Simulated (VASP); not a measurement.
# KCl (P4/mmm) in VASP: notebook

Runs on KCl. Level: PBEsol. Tasks: single point.

All numbers are computed with VASP 6.6.1; they aren't measurements. Logs are shortened: lines on timing, memory, paths and dates and some standing lists are left out, and cuts for length are marked.

## (1) The cell of the first run

Symmetry: P4/mmm, No. 123, tetragonal system. Conventional cell: a = 3.647 Å, b = 3.647 Å, c = 3.839 Å, α = 90.00°, β = 90.00°, γ = 90.00°. K (site symmetry 4/mmm) has 8 Cl at 3.21 Å and 6 K at 3.65 to 3.84 Å within 4.2 Å. Cl (site symmetry 4/mmm) has 8 K at 3.21 Å and 6 Cl at 3.65 to 3.84 Å within 4.2 Å.

## (2) Single point, PBEsol (strain -0.050 along x and y, +0.000 along z)

Input file INCAR:

```
PREC = Accurate ; ENCUT = 520
EDIFF = 1E-6 ; ISMEAR = 0
SIGMA = 0.05 ; LREAL = F
LASPH = T ; NELM = 60
ALGO = Normal ; ISIF = 2
LWAVE = F ; LCHARG = F
GGA = PS ; NBANDS = 15
```

Input file KPOINTS:

```
Automatic mesh
0
Gamma
  6 6 6
```

Input file POSCAR:

```
KCl
1.0
    3.6472362000      0.0000000000      0.0000000000
    0.0000000000      3.6472362000      0.0000000000
    0.0000000000      0.0000000000      3.8391960000
K Cl
1 1
Direct
    0.0000000000      0.0000000000      0.0000000000
    0.5000000000      0.5000000000      0.5000000000
```

Potentials or basis: VASP PAW PBE potentials, release 64 (K_sv, Cl).

Command:

```console
$ cat potpaw_PBE.64/K_sv/POTCAR potpaw_PBE.64/Cl/POTCAR > POTCAR
$ mpirun -np 1 vasp_std > vasp.out
```

OUTCAR:

```text
PREC = Accurate
   ENCUT = 520
   EDIFF = 1E-6
   ISMEAR = 0
   LREAL = F
   LASPH = T
   NELM = 60
   ISIF = 2
   GGA = PS

 ion  position               nearest neighbor table
   1  0.000  0.000  0.000-   2 3.21   2 3.21   2 3.21   2 3.21   2 3.21   2 3.21   2 3.21   2 3.21

   2  0.500  0.500  0.500-   1 3.21   1 3.21   1 3.21   1 3.21   1 3.21   1 3.21   1 3.21   1 3.21

  LATTYP: Found a simple tetragonal cell.
 ALAT       =     3.6472362000
 C/A-ratio  =     1.0526315789

  Lattice vectors:

 A1 = (   3.6472362000,   0.0000000000,   0.0000000000)
 A2 = (   0.0000000000,   3.6472362000,   0.0000000000)
 A3 = (   0.0000000000,   0.0000000000,   3.8391960000)

Analysis of symmetry for initial positions (statically):
=====================================================================
 Subroutine PRICEL returns:
 Original cell was already a primitive cell.

 Routine SETGRP: Setting up the symmetry group for a
 simple tetragonal supercell.

 Subroutine GETGRP returns: Found 16 space group operations
 (whereof 16 operations were pure point group operations)
 out of a pool of 16 trial point group operations.

The static configuration has the point symmetry D_4h.

Analysis of symmetry for dynamics (positions and initial velocities):
=====================================================================
 Subroutine PRICEL returns:
 Original cell was already a primitive cell.

 Routine SETGRP: Setting up the symmetry group for a
 simple tetragonal supercell.

 Subroutine GETGRP returns: Found 16 space group operations
 (whereof 16 operations were pure point group operations)
 out of a pool of 16 trial point group operations.

The dynamic configuration has the point symmetry D_4h.

 Subroutine INISYM returns: Found 16 space group operations
 (whereof 16 operations are pure point group operations),
 and found     1 'primitive' translations

----------------------------------------------------------------------------------------

                                     Primitive cell

  volume of cell :      51.0703

  direct lattice vectors                    reciprocal lattice vectors
     3.647236200  0.000000000  0.000000000     0.274180213  0.000000000  0.000000000
     0.000000000  3.647236200  0.000000000     0.000000000  0.274180213  0.000000000
     0.000000000  0.000000000  3.839196000     0.000000000  0.000000000  0.260471203

  length of vectors
     3.647236200  3.647236200  3.839196000     0.274180213  0.274180213  0.260471203

  position of ions in fractional coordinates (direct lattice)
     0.000000000  0.000000000  0.000000000
     0.500000000  0.500000000  0.500000000

  ion indices of the primitive-cell ions
   primitive index   ion index
                 1           1
                 2           2

----------------------------------------------------------------------------------------

 KPOINTS: Automatic mesh

Automatic generation of k-mesh.
 Grid dimensions read from file:
 generate k-points for:    6    6    6

 Generating k-lattice:

  Cartesian coordinates                     Fractional coordinates (reciprocal lattice)
     0.045696702  0.000000000  0.000000000     0.166666667  0.000000000  0.000000000
     0.000000000  0.045696702  0.000000000     0.000000000  0.166666667  0.000000000
     0.000000000  0.000000000  0.043411867     0.000000000  0.000000000  0.166666667

  Length of vectors
     0.045696702  0.045696702  0.043411867

  Shift w.r.t. Gamma in fractional coordinates (k-lattice)
     0.000000000  0.000000000  0.000000000

 Subroutine IBZKPT returns following result:
 ===========================================

 Found     40 irreducible k-points:

 Following reciprocal coordinates:
            Coordinates               Weight
  0.000000  0.000000  0.000000      1.000000
  0.166667  0.000000  0.000000      4.000000
  0.333333  0.000000  0.000000      4.000000
  0.500000  0.000000  0.000000      2.000000
  0.166667  0.166667  0.000000      4.000000
  0.333333  0.166667  0.000000      8.000000
[... 16 lines left out ...]
  0.333333  0.000000  0.333333      8.000000
  0.500000  0.000000  0.333333      4.000000
 [... further k-points ...]
   k-points           NKPTS =     40   k-points in BZ     NKDIM =     40   number of bands    NBANDS=     15
   number of dos      NEDOS =    301   number of ions     NIONS =      2
   total plane-waves  NPLWV =  23520
   dimension x,y,z NGX =    28 NGY =   28 NGZ =   30
   dimension x,y,z NGXF=    56 NGYF=   56 NGZF=   60
   ions per type =               1   1
   NGX,Y,Z   is equivalent  to a cutoff of  12.76, 12.76, 12.99 a.u.
   NGXF,Y,Z  is equivalent  to a cutoff of  25.53, 25.53, 25.98 a.u.
 SYSTEM =  unknown system
   PREC   = accura    normal or accurate (medium, high low for compatibility)
   ISTART =      0    job   : 0-new  1-cont  2-samecut
   ICHARG =      2    charge: 1-file 2-atom 10-const
   ISPIN  =      1    spin polarized calculation?
   LNONCOLLINEAR =      F non collinear calculations
   LSORBIT =      F    spin-orbit coupling
   LASPH  =      T    aspherical Exc in radial PAW
   ENCUT  =  520.0 eV  38.22 Ry    6.18 a.u.   6.78  6.78  7.14*2*pi/ulx,y,z
   NELM   =     60;   NELMIN=  2; NELMDL= -5     # of ELM steps
   EDIFF  = 0.1E-05   stopping-criterion for ELM
   LREAL  =      F    real-space projection
   EDIFFG = 0.1E-04   stopping-criterion for IOM
   NSW    =      0    number of steps for IOM
   IBRION =     -1    ionic relax: 0-MD 1-quasi-New 2-CG
   NFREE  =      0    steps in history (QN), initial steepest desc. (CG)
   ISIF   =      2    stress and relaxation
   ISYM   =      2    0-nonsym 1-usesym 2-fastsym
   POTIM  = 0.5000    time-step for ionic-motion
   TEBEG  =    0.0;   TEEND  =   0.0 temperature during run
   PSTRESS=    0.0 pullay stress
   NELECT =      16.0000    total number of electrons
   NUPDOWN=      -1.0000    fix difference up-down
   EMIN   =  10.00;   EMAX   =-10.00  energy-range for DOS
   EFERMI =   0.00;   METHOD = LEGACY
   ISMEAR =     0;   SIGMA  =   0.05  broadening in eV -4-tet -1-fermi 0-gaus
   EFERMI_NEDOS =   21; number of points for ismear=-14 and -15
   IALGO  =     38    algorithm
   IMIX   =      4    mixing-type and parameters
     AMIX     =   0.40;   BMIX     =  1.00
     AMIX_MAG =   1.60;   BMIX_MAG =  1.00
  volume/ion in A,a.u.               =      25.54       172.32
  Fermi-wavevector in a.u.,A,eV,Ry     =   1.111882  2.101153 16.820640  1.236282
  Thomas-Fermi vector in A             =   2.248450
   LORBIT       =      0    0 simple, 1 ext, 2 COOP (PROOUT), +10 PAW based schemes
   GGA     = PS    functional components
   LHFCALC =     F    Hartree Fock is set to
   AEXX    =    0.0000 exact exchange contribution
   IVDW    =     0    specifies the selected vdW correction
   LEPSILON=     F    determine dielectric tensor
   LRPA    =     F    only Hartree local field effects (RPA)
 non-spin polarized calculation
 Gauss-broadening in eV      SIGMA  =   0.05
  energy-cutoff  :      520.00
  volume of cell :       51.07
 maximum number of plane-waves:      1394
 NGX is ok and might be reduce to    28
   NGX = 13   NGY = 13   NGZ = 15

 number of electron      16.0000001 magnetization

 Free energy of the ion-electron system (eV)
  ---------------------------------------------------
  ext. energy  EPLUGINS =         0.00000000
  ---------------------------------------------------
  free energy    TOTEN  =        -6.89956583 eV

  energy without entropy =       -6.89956583  energy(sigma->0) =       -6.89956583

 E-fermi :   0.0560     XC(G=0):  -8.7370

 val. band max:       -0.2693319837   @ k =   0.5000   0.0000   0.5000
 cond. band min:       4.6487960987   @ k =   0.0000   0.0000   0.0000
 fundamental gap:      4.9181280824
 Fermi energy:         0.0560000507

 k-point     1 :       0.0000    0.0000    0.0000
  band No.  band energies     occupation
      1     -28.1129      2.00000
      2     -13.1222      2.00000
      3     -11.5630      2.00000
      4     -11.5250      2.00000
      5     -11.5250      2.00000
      6      -0.7828      2.00000
      7      -0.4840      2.00000
      8      -0.4840      2.00000
      9       4.6488      0.00000
     10       5.8769      0.00000
     11       6.0669      0.00000
     12      10.3969      0.00000
     13      10.3969      0.00000
     14      10.7773      0.00000
     15      13.3044      0.00000

 k-point     2 :       0.1667    0.0000    0.0000
  band No.  band energies     occupation
      1     -28.1038      2.00000
      2     -13.1612      2.00000
      3     -11.5487      2.00000
      4     -11.5127      2.00000
      5     -11.5076      2.00000
      6      -1.1050      2.00000
      7      -0.7930      2.00000
      8      -0.4834      2.00000
      9       5.2880      0.00000
     10       6.2021      0.00000
     11       6.7332      0.00000
     12      10.2629      0.00000
     13      10.5575      0.00000
     14      10.5942      0.00000
     15      12.5966      0.00000

 k-point     3 :       0.3333    0.0000    0.0000
  band No.  band energies     occupation
      1     -28.0855      2.00000
      2     -13.2514      2.00000
      3     -11.5198      2.00000
      4     -11.4879      2.00000
      5     -11.4492      2.00000
      6      -2.0683      2.00000
      7      -0.8158      2.00000
      8      -0.4838      2.00000
      9       6.5662      0.00000
     10       6.9910      0.00000
     11       8.0527      0.00000
     12      10.1752      0.00000
     13      10.3776      0.00000
     14      10.7423      0.00000
     15      10.9395      0.00000

 k-point     4 :       0.5000    0.0000    0.0000
  band No.  band energies     occupation
      1     -28.0763      2.00000
      2     -13.3013      2.00000
      3     -11.5053      2.00000
      4     -11.4755      2.00000
      5     -11.4091      2.00000
      6      -2.4740      2.00000
      7      -0.8283      2.00000
      8      -0.4849      2.00000
      9       7.4884      0.00000
     10       7.6442      0.00000
     11       8.4955      0.00000
     12       9.6582      0.00000
     13      10.2832      0.00000
     14      10.3565      0.00000
     15      11.1777      0.00000
[... 307 lines left out ...]
 k-point    22 :       0.1667    0.0000    0.3333
  band No.  band energies     occupation
      1     -28.0881      2.00000
      2     -13.2241      2.00000
      3     -11.6283      2.00000
      4     -11.4888      2.00000
      5     -11.3910      2.00000
      6      -1.9693      2.00000
      7      -0.9455      2.00000
      8      -0.4831      2.00000
      9       6.8086      0.00000
     10       7.0849      0.00000
     11       7.9922      0.00000
     12       9.8048      0.00000
     13       9.9554      0.00000
     14      10.7710      0.00000
     15      11.6350      0.00000

 k-point    23 :       0.3333    0.0000    0.3333
  band No.  band energies     occupation
      1     -28.0707      2.00000
      2     -13.0528      2.00000
      3     -11.7812      2.00000
      4     -11.5318      2.00000
      5     -11.4680      2.00000
      6      -1.7948      2.00000
      7      -1.5318      2.00000
      8      -0.3794      2.00000
      9       6.3935      0.00000
     10       7.2860      0.00000
     11       9.1162      0.00000
     12       9.3036      0.00000
     13       9.7649      0.00000
     14      10.0980      0.00000
     15      11.9447      0.00000

 k-point    24 :       0.5000    0.0000    0.3333
  band No.  band energies     occupation
      1     -28.0620      2.00000
      2     -12.9638      2.00000
      3     -11.7392      2.00000
      4     -11.7211      2.00000
      5     -11.4575      2.00000
      6      -1.9906      2.00000
      7      -1.4897      2.00000
      8      -0.3257      2.00000
      9       6.1273      0.00000
     10       7.2625      0.00000
     11       9.0140      0.00000
     12       9.1735      0.00000
     13       9.9356      0.00000
     14      10.7439      0.00000
     15      12.3720      0.00000

 [... further k-points ...]
[... 5 lines left out ...]
  --------------------------------------------------------------------------------------
  -------------------------------------------------------------------------------------
  Total        0.4407928      0.4407928     -0.3275095      0.0000000      0.0000000     -0.0000000
  in kB       13.8285629     13.8285629    -10.2746356      0.0000000      0.0000000     -0.0000000
  external PRESSURE =       5.7941634 kB  Pullay stress =       0.0000000 kB

 VOLUME and BASIS-vectors are now :
 -----------------------------------------------------------------------------
  energy-cutoff  :      520.00
  volume of cell :       51.07
      direct lattice vectors                 reciprocal lattice vectors
     3.647236200  0.000000000  0.000000000     0.274180213  0.000000000  0.000000000
     0.000000000  3.647236200  0.000000000     0.000000000  0.274180213  0.000000000
     0.000000000  0.000000000  3.839196000     0.000000000  0.000000000  0.260471203

 POSITION                                       TOTAL-FORCE (eV/Angst)
 -----------------------------------------------------------------------------------
      0.00000      0.00000      0.00000         0.000000      0.000000      0.000000
      1.82362      1.82362      1.91960         0.000000      0.000000      0.000000
 -----------------------------------------------------------------------------------
    total drift:                               -0.000000      0.000000      0.000000

  FREE ENERGIE OF THE ION-ELECTRON SYSTEM (eV)
  ---------------------------------------------------
  free  energy   TOTEN  =        -6.8995658275 eV

  energy  without entropy=       -6.8995658275  energy(sigma->0) =       -6.89956583
```

Run time: 40 s. Hardware: 1 thread of Intel Xeon 8259CL, shared host; peak memory 0.17 GiB.

What came out:

```yaml
Free_energy: -6.8996 eV
Pressure: 0.6 GPa
Band_gap_on_the_k_mesh: 4.92 eV, indirect (least direct gap 5.13 eV)
```

Stress tensor (GPa, compression positive):
```
 1.38  0.00  0.00
 0.00  1.38  0.00
 0.00  0.00 -1.03
```

Levels at points of the mesh, in eV from the valence-band top:
```
           k point  band 4  band 5  band 6  band 7  band 8  band 9  band 10  band 11  band 12  band 13
(0.00, 0.00, 0.00)  -11.26  -11.26   -0.51   -0.21   -0.21    4.92     6.15     6.34    10.67    10.67
(0.50, 0.00, 0.00)  -11.21  -11.14   -2.20   -0.56   -0.22    7.76     7.91     8.76     9.93    10.55
(0.50, 0.50, 0.00)  -11.61  -11.19   -1.48   -1.48   -0.24    6.07     6.86     8.51     8.51    12.02
(0.00, 0.00, 0.50)  -11.22  -11.04   -2.18   -0.28   -0.28    7.66     7.92     8.34     9.98    10.93
(0.50, 0.00, 0.50)  -11.52  -11.18   -1.55   -1.41    0.00    5.96     7.32     8.94     9.11    11.70
(0.50, 0.50, 0.50)  -11.54  -11.43   -1.73   -1.73   -1.63    8.74     8.95     8.95     9.84    10.30
```

Caveat: the cell differs from its parent crystal (strain -0.050 along x and y, +0.000 along z); the PAW data sets were made with another functional, which shifts forces and pressure a little. A k mesh can miss the band edges.

## (3) Single point, PBEsol (strain -0.025 along x and y, -0.050 along z)

Input file INCAR:

```
PREC = Accurate
ENCUT = 520
EDIFF = 1E-6
ISMEAR = 0
SIGMA = 0.05
LREAL = F
LASPH = T
NELM = 60
ALGO = Normal
ISIF = 2
LWAVE = F
LCHARG = T
GGA = PS
LELF = T
LVHAR = T
NBANDS = 15
```

KPOINTS is that of step 2.

Input file POSCAR:

```
KCl
1.0
    3.7432161000      0.0000000000      0.0000000000
    0.0000000000      3.7432161000      0.0000000000
    0.0000000000      0.0000000000      3.6472362000
K Cl
1 1
Direct
    0.0000000000      0.0000000000      0.0000000000
    0.5000000000      0.5000000000      0.5000000000
```

Potentials or basis: VASP PAW PBE potentials, release 64 (K_sv, Cl).

Command:

```console
$ cat potpaw_PBE.64/K_sv/POTCAR potpaw_PBE.64/Cl/POTCAR > POTCAR
$ mpirun -np 1 vasp_std > vasp.out
```

It took 43 s on 1 thread of Intel Xeon 8259CL, shared host; peak memory 0.17 GiB.

It converged, with:

| Quantity | Value |
| --- | --- |
| Free energy | -6.9094 eV |
| Pressure | 0.6 GPa |
| Band gap on the k mesh | 4.96 eV, indirect (least direct gap 5.16 eV) |

Stress tensor (GPa, compression positive):
```
0.15 0.00 0.00
0.00 0.15 0.00
0.00 0.00 1.38
```

Levels at points of the mesh, in eV from the valence-band top:
| k point | band 4 | band 5 | band 6 | band 7 | band 8 | band 9 | band 10 | band 11 | band 12 | band 13 |
| --- | --- | --- | --- | --- | --- | --- | --- | --- | --- | --- |
| (0.00, 0.00, 0.00) | -11.26 | -11.24 | -0.37 | -0.37 | -0.21 | 4.96 | 6.17 | 6.30 | 10.66 | 10.87 |
| (0.50, 0.00, 0.00) | -11.20 | -11.07 | -2.18 | -0.43 | -0.25 | 7.73 | 7.92 | 8.57 | 9.95 | 10.76 |
| (0.50, 0.50, 0.00) | -11.56 | -11.16 | -1.47 | -1.47 | 0.00 | 5.97 | 7.33 | 9.04 | 9.04 | 11.86 |
| (0.00, 0.00, 0.50) | -11.20 | -11.12 | -2.20 | -0.39 | -0.39 | 7.81 | 7.95 | 8.73 | 9.89 | 10.59 |
| (0.50, 0.00, 0.50) | -11.54 | -11.17 | -1.51 | -1.43 | -0.13 | 6.02 | 7.10 | 8.72 | 8.81 | 11.88 |
| (0.50, 0.50, 0.50) | -11.46 | -11.46 | -1.73 | -1.67 | -1.67 | 8.84 | 8.84 | 8.96 | 10.10 | 10.10 |

Caveat: the cell differs from its parent crystal (strain -0.025 along x and y, -0.050 along z); the PAW data sets were made with another functional, which shifts forces and pressure a little.

(Continued in part 2 of 3.)
